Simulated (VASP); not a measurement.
Here is a VASP 6.6.1 calculation.

Contents of INCAR:

```
SYSTEM = P
  ALGO = Normal
  EDIFF = 1E-6
  ENCUT = 500
  GGA = PS
  GGA_COMPAT = .False.
  ISIF = 2
  ISMEAR = 0
  LASPH = .True.
  LCHARG = .True.
  LELF = .True.
  LREAL = .False.
  LVHAR = .True.
  LWAVE = .False.
  NBANDS = 8
  NELM = 120
  PREC = Accurate
  SIGMA = 0.1
```

Contents of KPOINTS:

```
k-points
0
Gamma
  8 8 8
  0 0 0
```

Contents of POSCAR:

```
P
1.0
   -1.6117973500      1.6117973500      1.6117973500
    1.6117973500     -1.6117973500      1.6117973500
    1.6117973500      1.6117973500     -1.6117973500
P
1
Direct
    0.0000000000      0.0000000000      0.0000000000
```

Potentials or basis: VASP PAW PBE potentials, release 64 (P).

Launch:

```sh
$ cat potpaw_PBE.64/P/POTCAR > POTCAR
$ mpirun -np 1 vasp_std > vasp.out
```

**Question.** Predict the pressure.

**Answer.** -15.4 GPa.

**Question.** Predict the band gap on the k mesh.

**Answer.** Zero (an odd number of electrons rules out a gap without spin polarisation).

Caveat: the cell stands under tension; the PAW data sets were made with another functional, which shifts forces and pressure a little; an odd number of electrons without spin polarisation forces a metal; a magnetic or distorted state may lie lower.
